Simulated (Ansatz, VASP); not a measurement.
One calculation of BaS, two programs

```
CELL_PARAMETERS angstrom
0.00000 3.22568 3.22568
3.22568 0.00000 3.22568
3.22568 3.22568 0.00000
ATOMIC_POSITIONS crystal
Ba 0.00000 0.00000 0.00000
S 0.50000 0.50000 0.50000
```

Alike in both runs: task relaxation of cell and atoms; functional PBEsol; k mesh 8 × 8 × 8; occupations gaussian, width 0.02 eV; no spin polarisation.

```csv
,VASP,Ansatz
version,VASP 6.6.1,Ansatz 0.2.0
potentials or method,"VASP PAW PBE potentials, release 64 (Ba_sv, S), cutoff 600 eV","scalar-relativistic, plane waves, PAW"
valence electrons in the cell,16,16
```

```csv
,VASP,Ansatz,Ansatz less VASP
"gap on the k mesh at the Fermi level, each at its own relaxed structure (eV)",1.96,2.04,+0.077
relaxed volume (Å³/atom),32.20,31.73,-0.468
relaxed length of the cell vector where the two differ most in proportion (Å),4.499,4.477,-0.0219
```

VASP's potentials were made for PBE, not for PBEsol.

Spin-orbit coupling is off throughout.
